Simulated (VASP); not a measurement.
Wanted: the native input for a VASP 6.6.1 run.

```
Task                   : relaxation of cell and atoms
Functional             : LDA
Potentials or basis    : VASP PAW LDA potentials, release 64 (Ag, I)
Cutoff                 : 500 eV
k mesh                 : 6 × 6 × 6
Occupations            : gaussian, width 0.01 eV
Spin                   : no spin polarisation
Target pressure        : 10 GPa
Dipole correction      : no
Further INCAR settings : ALGO = Normal; EDIFF = 1e-07; IBRION = 2; EDIFFG = -0.002; NSW = 100; ISIF = 3
```

The structure of AgI lies in POSCAR:

```
AgI
1.0
    0.0000000000      3.1739496883      3.1739496883
    3.1739496883      0.0000000000      3.1739496883
    3.1739496883      3.1739496883      0.0000000000
Ag I
1 1
Direct
    0.0000000000      0.0000000000      0.0000000000
    0.7500000000      0.7500000000      0.7500000000
```

The input as run:

INCAR

```
SYSTEM = AgI
PREC = Accurate
ENCUT = 500
EDIFF = 1E-7
ISMEAR = 0
SIGMA = 0.01
LREAL = .FALSE.
LASPH = .TRUE.
NELM = 120
ALGO = Normal
ISIF = 3
LWAVE = .FALSE.
LCHARG = .FALSE.
GGA = CA
IBRION = 2
NSW = 100
EDIFFG = -0.002
PSTRESS = 100.0
GGA_COMPAT = .FALSE.
NELMIN = 4
```

KPOINTS

```
Automatic mesh
0
G
  6 6 6
  0 0 0
```

Potentials or basis: VASP PAW LDA potentials, release 64 (Ag, I).

Launch:

```sh
$ cat potpaw_LDA.64/Ag/POTCAR potpaw_LDA.64/I/POTCAR > POTCAR
$ mpirun -np 1 vasp_std > vasp.out
```

Results of the run:

- Relaxed volume: 27.29 Å³/atom
- Relaxed cell: a = 4.258 Å, b = 4.258 Å, c = 4.258 Å, α = 60.00°, β = 60.00°, γ = 60.00°
- Space group after relaxing (to 0.05 Å): F-43m (No. 216)
- Energy change on relaxing (the enthalpy is what falls): +124.5 meV/atom
- Ionic steps: 7
- Pressure after relaxing: 10.0 GPa
- Band gap on the k mesh: 1.13 eV, direct

Caveat: the cell is relaxed towards a set pressure, so the enthalpy falls and the energy may rise; spin-orbit coupling is left out, which moves the levels of the heavy elements.

It took 59 s on 1 thread of Intel(R) Xeon(R) Platinum 8375C CPU @ 2.90GHz (Ice Lake), with other jobs on the host, peak memory 0.18 GiB.
